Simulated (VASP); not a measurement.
# ReAs3Os2 (P4mm) in VASP: further runs, part 2 of 2

VASP 6.6.1. Earlier steps stand in the parts before.

## 4. Relaxation of cell and atoms, PBE

INCAR reads:

```
PREC = Accurate ; ENCUT = 600
EDIFF = 1E-7 ; ISMEAR = 0
SIGMA = 0.1 ; LREAL = False
LASPH = True ; NELM = 80
ALGO = Normal ; ISIF = 3
LWAVE = False ; LCHARG = False
GGA = PE ; IBRION = 2
NSW = 90 ; EDIFFG = -0.04
```

KPOINTS reads:

```
regular mesh
0
Gamma
  4 4 2
```

POSCAR reads:

```
ReAs3Os2
1.0
    3.8504946300      0.0000000000      0.0000000000
    0.0000000000      3.8504946300      0.0000000000
    0.0000000000      0.0000000000      9.0382283100
Re As Os
1 3 2
Direct
    0.5000000000      0.5000000000      0.2748416400
    0.5000000000      0.5000000000      0.9495558600
    0.0000000000      0.0000000000      0.1474218900
    0.5000000000      0.5000000000      0.5601375200
    0.5000000000      0.0000000000      0.5383147000
    0.0000000000      0.5000000000      0.5383147000
```

Potentials or basis: VASP PAW PBE potentials, release 64 (Re, As, Os).

Run with:

```
$ cat potpaw_PBE.64/Re/POTCAR potpaw_PBE.64/As/POTCAR potpaw_PBE.64/Os/POTCAR > POTCAR
$ mpirun -np 1 vasp_std > vasp.out
```

OUTCAR:

```text
PREC = Accurate
   ENCUT = 600
   EDIFF = 1E-7
   ISMEAR = 0
   LREAL = False
   LASPH = True
   NELM = 80
   ISIF = 3
   GGA = PE
   IBRION = 2
   NSW = 90
   EDIFFG = -0.04

 ion  position               nearest neighbor table
   1  0.500  0.500  0.275-   4 2.58   2 2.94   3 2.96   3 2.96   3 2.96   3 2.96   5 3.06   6 3.06
                             6 3.06   5 3.06
   2  0.500  0.500  0.950-   1 2.94
   3  0.000  0.000  0.147-   1 2.96   1 2.96   1 2.96   1 2.96
   4  0.500  0.500  0.560-   5 1.94   6 1.94   5 1.94   6 1.94   1 2.58
   5  0.500  0.000  0.538-   4 1.94   4 1.94   6 2.72   6 2.72   6 2.72   6 2.72   1 3.06   1 3.06

   6  0.000  0.500  0.538-   4 1.94   4 1.94   5 2.72   5 2.72   5 2.72   5 2.72   1 3.06   1 3.06

[... 189 lines left out ...]
  Total       56.5136731     56.5136731    -10.7395401      0.0000000     -0.0000000      0.0000000
  in kB      675.6904267    675.6904267   -128.4044031      0.0000000     -0.0000000      0.0000000
  external PRESSURE =     407.6588167 kB  Pullay stress =       0.0000000 kB
[... 1061 lines left out ...]
     22       5.4849      0.00000
     23       5.4849      0.00000

[... ionic steps 4 to 35 ...]

--------------------------------------- Ionic step       36  -------------------------------------------

 number of electron      38.0000000 magnetization

------------------------ aborting loop because EDIFF is reached ----------------------------------------
[... 75 lines left out ...]
--------------------------------------- Ionic step       38  -------------------------------------------

 number of electron      38.0000000 magnetization

 Free energy of the ion-electron system (eV)
  ---------------------------------------------------
  ext. energy  EPLUGINS =         0.00000000
  ---------------------------------------------------
  free energy    TOTEN  =       -45.34462101 eV

  energy without entropy =      -45.32067266  energy(sigma->0) =      -45.33264684

 E-fermi :   4.0968     XC(G=0):  -9.9786

 val. band max:        4.0908698674   @ k =   0.5000   0.2500   0.0000
 cond. band min:       4.1110081964   @ k =   0.2500   0.2500   0.0000
 fundamental gap:      0.0201383291
 Fermi energy:         4.0967595908
[... 343 lines left out ...]
  FREE ENERGIE OF THE ION-ELECTRON SYSTEM (eV)
  ---------------------------------------------------
  free  energy   TOTEN  =       -45.3446210124 eV

  energy  without entropy=      -45.3206726641  energy(sigma->0) =      -45.33264684

 reached required accuracy - stopping structural energy minimisation
```

CONTCAR:

```text
ReAs3Os2
   1.00000000000000
     4.1772267542646961   -0.0000000000000000    0.0000000000000000
    -0.0000000000000000    4.1772267542646961   -0.0000000000000000
     0.0000000000000000   -0.0000000000000000    7.8276381259145076
  Re              As              Os
     1     3     2
Direct
     0.5000000000000000    0.5000000000000000    0.2647062675467614
     0.5000000000000000    0.5000000000000000    0.9690220174203249
     1.0000000000000000    1.0000000000000000    0.2386805181335415
     0.5000000000000000    0.5000000000000000    0.6451681697411532
     0.5000000000000000    0.0000000000000000    0.4455046685791051
     0.0000000000000000    0.5000000000000000    0.4455046685791051

  0.00000000E+00  0.00000000E+00  0.00000000E+00
  0.00000000E+00  0.00000000E+00  0.00000000E+00
  0.00000000E+00  0.00000000E+00  0.00000000E+00
  0.00000000E+00  0.00000000E+00  0.00000000E+00
  0.00000000E+00  0.00000000E+00  0.00000000E+00
  0.00000000E+00  0.00000000E+00  0.00000000E+00
```

Run time: 26 min. Hardware: 1 thread of Intel Xeon Platinum 8375C at 2.90GHz (Ice Lake), shared host; peak memory 0.31 GiB.

What came out:

- Free energy: -45.3446 eV
- Relaxed volume: 22.76 Å³/atom
- Relaxed cell: a = 4.177 Å, b = 4.177 Å, c = 7.828 Å, α = 90.00°, β = 90.00°, γ = 90.00°
- Space group after relaxing (to 0.05 Å): P4mm (No. 99)
- Energy gained by relaxing: 2706.6 meV/atom
- Ionic steps: 38
- Pressure after relaxing: 0.0 GPa
- Largest force after relaxing: 0.031 eV/Å
- Band gap on the k mesh: zero (band 19 reaches 4.59 eV, above the bottom of band 20 at 3.58 eV)

Forces in eV/Å, atoms in the order of the input:
```
Re   0.000  0.000  0.031
As   0.000  0.000  0.024
As   0.000  0.000 -0.018
As   0.000  0.000  0.009
Os   0.000  0.000 -0.023
Os   0.000  0.000 -0.023
```

Step by step:
| step | energy change (eV) | largest force (eV/Å) | pressure (GPa) | volume (Å³) |
| --- | --- | --- | --- | --- |
| 1 | 0.0000 | 8.8272 | 40.77 | 134.00 |
| 2 | 0.5747 | 3.1261 | -15.47 | 258.98 |
| 3 | -7.0989 | 2.8302 | -12.56 | 179.12 |
| 4 | -7.2460 | 2.9503 | -10.54 | 174.26 |
| 5 | -7.2700 | 3.1267 | -8.34 | 170.03 |
| 6 | -10.4315 | 5.7238 | -3.02 | 147.37 |
| 7 | -10.5279 | 8.4572 | 11.03 | 132.42 |
| 8 | -10.8525 | 7.1166 | 2.83 | 139.29 |
| 9 | -12.8207 | 4.3993 | 2.17 | 133.99 |
| 10 | -12.6478 | 7.2229 | 16.52 | 124.18 |
| 11 | -13.5912 | 5.2804 | 4.47 | 130.07 |
| 12 | -13.6766 | 5.8101 | 6.85 | 128.16 |
| 13 | -14.5969 | 4.4089 | 5.63 | 129.01 |
| 14 | -14.6051 | 4.1151 | 5.41 | 128.94 |
| 15 | -15.3229 | 2.0584 | 0.21 | 132.35 |
| 16 | -15.5879 | 1.6860 | -3.01 | 135.28 |
| 17 | -15.6302 | 1.6018 | -4.21 | 136.65 |
| 18 | -15.6361 | 1.5596 | -4.66 | 137.21 |
| 19 | -15.7651 | 1.3877 | -0.77 | 133.60 |
| 20 | -15.7860 | 1.2743 | 1.71 | 131.59 |
| 21 | -15.8537 | 1.3275 | 1.48 | 131.68 |
| 22 | -15.9794 | 1.2868 | 1.18 | 131.95 |
| 23 | -15.9937 | 1.7529 | 1.22 | 132.07 |
| 24 | -16.0458 | 1.5003 | 0.85 | 132.56 |
| 25 | -16.1488 | 0.7986 | -0.05 | 134.05 |
| 26 | -16.1104 | 0.6324 | -0.97 | 137.05 |
| 27 | -16.1734 | 0.3232 | -0.51 | 135.16 |
| 28 | -16.1943 | 0.2527 | 0.17 | 134.86 |
| 29 | -16.2139 | 0.2386 | 1.57 | 134.26 |
| 30 | -16.2312 | 0.2275 | 0.32 | 135.63 |
| 31 | -16.2344 | 0.2823 | -0.52 | 136.60 |
| 32 | -16.2373 | 0.1435 | -0.20 | 136.54 |
| 33 | -16.2376 | 0.1238 | -0.08 | 136.52 |
| 34 | -16.2383 | 0.0831 | 0.04 | 136.42 |
| 35 | -16.2390 | 0.0763 | 0.23 | 136.26 |
| 36 | -16.2393 | 0.0513 | -0.11 | 136.59 |
| 37 | -16.2393 | 0.0480 | -0.07 | 136.56 |
| 38 | -16.2396 | 0.0305 | -0.05 | 136.59 |

Final structure:
```
Re As Os
1.0
     4.17723    0.00000    0.00000
     0.00000    4.17723    0.00000
     0.00000    0.00000    7.82764
Re As Os
1 3 2
Direct
  0.50000 0.50000 0.26471
  0.50000 0.50000 0.96902
  0.00000 0.00000 0.23868
  0.50000 0.50000 0.64517
  0.50000 0.00000 0.44550
  0.00000 0.50000 0.44550
```

Caveat: the k points lie up to 0.40 Å⁻¹ apart in the final cell; spin-orbit coupling is left out, which moves the levels of the heavy elements; this functional lacks dispersion, which binds the layers, so the pressure and a relaxed spacing across them are unreliable.

## 5. Single point, PBE

This run uses another cell than the first one, of 22.58 Å³/atom, 1.011 times its volume.

INCAR reads:

```
SYSTEM = ReAs3Os2
PREC = Accurate ; ENCUT = 520
EDIFF = 1E-6 ; ISMEAR = 0
SIGMA = 0.1 ; LREAL = .FALSE.
LASPH = .TRUE. ; NELM = 80
ALGO = Normal ; ISIF = 2
LWAVE = .FALSE. ; LCHARG = .FALSE.
GGA = PE ; NBANDS = 28
```

KPOINTS reads:

```
regular mesh
0
G
  10 10 6
  0 0 0
```

POSCAR reads:

```
ReAs3Os2
1.0
    4.1405940763      0.0000000000      0.0000000000
    0.0000000000      4.1405940763      0.0000000000
    0.0000000000      0.0000000000      7.9019737291
Re As Os
1 3 2
Direct
    0.5000000000      0.5000000000      0.2595863499
    0.5000000000      0.5000000000      0.9663482742
    0.0000000000      0.0000000000      0.2440531976
    0.5000000000      0.5000000000      0.6452029530
    0.5000000000      0.0000000000      0.4466977675
    0.0000000000      0.5000000000      0.4466977675
```

Run with:

```
$ cat potpaw_PBE.64/Re/POTCAR potpaw_PBE.64/As/POTCAR potpaw_PBE.64/Os/POTCAR > POTCAR
$ mpirun -np 1 vasp_std > vasp.out
```

Run time: 5 min. Hardware: 1 thread of Intel Xeon Platinum 8375C at 2.90GHz (Ice Lake), shared host; peak memory 0.47 GiB.

Results (log left out):

- Free energy: -45.2437 eV
- Pressure: 0.2 GPa
- Largest force: 0.062 eV/Å
- Band gap on the k mesh: zero (band 19 reaches 4.53 eV, above the bottom of band 20 at 3.68 eV)

Forces in eV/Å, atoms in the order of the input:
```
Re   0.000  0.000  0.062
As   0.000  0.000 -0.025
As   0.000  0.000 -0.036
As   0.000  0.000  0.020
Os   0.000  0.000 -0.011
Os   0.000  0.000 -0.011
```

Levels at points of the mesh, in eV from the Fermi level:
```
           k point  band 15  band 16  band 17  band 18  band 19  band 20  band 21  band 22  band 23  band 24
(0.00, 0.00, 0.00)    -1.83    -0.51    -0.32    -0.32    -0.27     0.98     0.99     1.66     1.66     1.78
(0.50, 0.00, 0.00)    -1.68    -1.16    -0.98    -0.66     0.43     0.63     0.83     0.98     1.62     1.87
(0.50, 0.50, 0.00)    -1.89    -1.76    -1.12    -1.12    -0.42    -0.20     0.08     1.19     1.19     1.60
(0.00, 0.00, 0.50)    -1.60    -0.51    -0.27     0.03     0.03     0.87     0.96     1.67     1.67     1.73
(0.50, 0.00, 0.50)    -2.00    -1.66    -0.90    -0.66     0.14     0.43     0.71     1.43     2.07     2.33
(0.50, 0.50, 0.50)    -1.80    -1.79    -1.79    -1.30    -1.30    -0.42    -0.20     1.35     1.35     1.80
```

Caveat: spin-orbit coupling is left out, which moves the levels of the heavy elements.

## 6. Overview

```tsv
task	cell	k mesh	cutoff (eV)	gap on the mesh (eV)	pressure (GPa)	largest force (eV/Å)
single point	a = 3.850, b = 3.850, c = 9.038 Å, 6 atoms	4 × 4 × 2	520	none	40.7	8.83
single point	a = 4.171, b = 4.171, c = 7.825 Å, 6 atoms	4 × 4 × 2	520	none	0.2	0.05
relaxation of cell and atoms	relaxed from a = 3.850, b = 3.850, c = 9.038 Å, 6 atoms	4 × 4 × 2	600	none	0.0	0.03
single point	a = 4.141, b = 4.141, c = 7.902 Å, 6 atoms	10 × 10 × 6	520	none	0.2	0.06
```

Alike in all rows: level PBE; potentials or basis VASP PAW PBE potentials, release 64 (Re, As, Os); no spin polarisation; smearing gaussian 0.1 eV.

Caveats: some runs use coarse meshes; spin-orbit coupling is left out, which moves the levels of the heavy elements; this functional lacks dispersion, which binds the layers, so the pressure and a relaxed spacing across them are unreliable (some runs); forces of over 1 eV/Å act on the atoms, so gaps and moduli don't describe the material at rest (some runs).

Total energies depend on the potentials used, so only differences within one code and one set of settings carry meaning.
